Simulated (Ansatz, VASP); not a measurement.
One calculation of AlN, two programs

```
Al N
1.0
     3.22658    0.00000    0.00000
    -1.61329    2.79430    0.00000
     0.00000    0.00000    3.91836
Al N
2 2
Direct
  0.33333 0.66667 0.75000
  0.66667 0.33333 0.25000
  0.33333 0.66667 0.25000
  0.66667 0.33333 0.75000
```

Alike in both runs: task single point; functional PBEsol; k mesh 9 × 9 × 6; occupations gaussian, width 0.05 eV; no spin polarisation.

|  | VASP | Ansatz |
| --- | --- | --- |
| version | VASP 6.6.1 | Ansatz 0.2.0 |
| potentials or method | VASP PAW PBE potentials, release 64 (Al, N), cutoff 520 eV | scalar-relativistic, plane waves, PAW |
| valence electrons in the cell | 16 | 16 |

Ansatz gave:

* gap on the k mesh at the Fermi level (eV): 4.09
* least direct gap on the mesh (eV): 4.09
* pressure (GPa): 26.0
* traceless stress, the component that is largest in VASP (GPa): 5.21

**Question.** Estimate VASP's values.

**Answer.** gap on the k mesh at the Fermi level (eV): 4.11; least direct gap on the mesh (eV): 4.11; pressure (GPa): 26.2; traceless stress, the component that is largest in VASP (GPa): 5.29.

VASP's potentials were made for PBE, not for PBEsol, and Ansatz warns of the same on its side.
